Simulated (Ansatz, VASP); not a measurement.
## Two plane-wave programs on Ga4As3P

File INCAR:

```
SYSTEM = Ga4As3P
PREC = Accurate ; ENCUT = 520
EDIFF = 1E-7 ; ISMEAR = -1
SIGMA = 0.02 ; LREAL = .FALSE.
LASPH = .TRUE. ; NELM = 80
ALGO = Normal ; ISIF = 2
LWAVE = .FALSE. ; LCHARG = .FALSE.
GGA = PE ; NBANDS = 46
```

Contents of KPOINTS:

```
Automatic mesh
0
G
  6 6 4
  0 0 0
```

The input POSCAR:

```
Ga4As3P
1.0
    6.5793167118     -1.9852385558     -0.0017143402
    6.5793167118      1.9852385558     -0.0017143402
   -1.1980027241      0.0000000000      6.7654422102
P As Ga
1 3 4
Direct
   -0.0003193060     -0.0003193060     -0.0003347634
    0.5001899203      0.5001899203      0.5002460192
    0.7492823567      0.7492823567      0.2471277734
    0.2508406886      0.2508406886      0.7529543853
    0.4399528071      0.4399528071      0.8204434584
    0.9386652415      0.9386652415      0.3056574975
    0.1824511645      0.1824511645      0.0613241952
    0.6889371273      0.6889371273      0.5625814343
```

Input for Ansatz:

```yaml
crystal:
  lattice:
    - [6.5793167118, -1.9852385558, -0.0017143402]
    - [6.5793167118, 1.9852385558, -0.0017143402]
    - [-1.1980027241, 0.0, 6.7654422102]
  atoms:
    - { symbol: P, position: [-0.000319306, -0.000319306, -0.0003347634] }
    - { symbol: As, position: [0.5001899203, 0.5001899203, 0.5002460192] }
    - { symbol: As, position: [0.7492823567, 0.7492823567, 0.2471277734] }
    - { symbol: As, position: [0.2508406886, 0.2508406886, 0.7529543853] }
    - { symbol: Ga, position: [0.4399528071, 0.4399528071, 0.8204434584] }
    - { symbol: Ga, position: [0.9386652415, 0.9386652415, 0.3056574975] }
    - { symbol: Ga, position: [0.1824511645, 0.1824511645, 0.0613241952] }
    - { symbol: Ga, position: [0.6889371273, 0.6889371273, 0.5625814343] }
kpoints:
  mp_grid: { grid: [6, 6, 4] }
  band_path:
    path:
      - [[0.0, 0.0, 0.0], [-0.2734775395569, 0.2734775395569, -4.713641601147e-18]]
      - [[-0.7265224604431, -0.2734775395569, -1.816644143945e-17], [-0.5, -0.5, -3.58361896698e-17], [0.0, 0.0, 0.0], [-0.5, -0.5, 0.5], [-0.7343740701995, -0.2656259298005, 0.5]]
      - [[-0.2656259298005, 0.2656259298005, 0.5], [2.849709781805e-22, 2.849709781805e-22, 0.5], [0.0, 0.0, 0.0]]
      - [[-0.5, 6.71388937637e-17, 0.5], [0.0, 0.0, 0.0], [-0.5, 3.340009789316e-17, -1.655469950227e-17]]
    npoints: 10
hamiltonian:
  xc: pbe
scf:
  occupations: { method: fermi_dirac, width: 0.02 }
  n_extra_bands: 6
output:
  forces: true
  stress: true
  eigenvalues: true
  write_density: true
  write_potential: true
  elf: true
  volumetric_format: npy
```

Alike in both runs: task single point; functional PBE; k mesh 6 × 6 × 4; occupations fermi-dirac, width 0.02 eV; no spin polarisation.

```csv
,VASP,Ansatz
version,VASP 6.6.1,Ansatz 0.2.0
potentials or method,"VASP PAW PBE potentials, release 64 (P, As, Ga_d)","plane waves, PAW"
plane-wave cutoff (eV),520,420
valence electrons in the cell,72,102
```

Ansatz gave:

```
gap on the k mesh at the Fermi level (eV) : 0.75
pressure (GPa)                            : 2.7
rms of the force components (eV/Å)        : 0.018
```

Q: Estimate VASP's values.

A: gap on the k mesh at the Fermi level (eV): 0.75; pressure (GPa): 2.8; rms of the force components (eV/Å): 0.023.

Atom by atom the forces differ by 0.006 eV/Å (rms over components). VASP's potentials hold 72 valence electrons a cell and Ansatz's 102, so a difference there can come from the potentials and not from the codes.
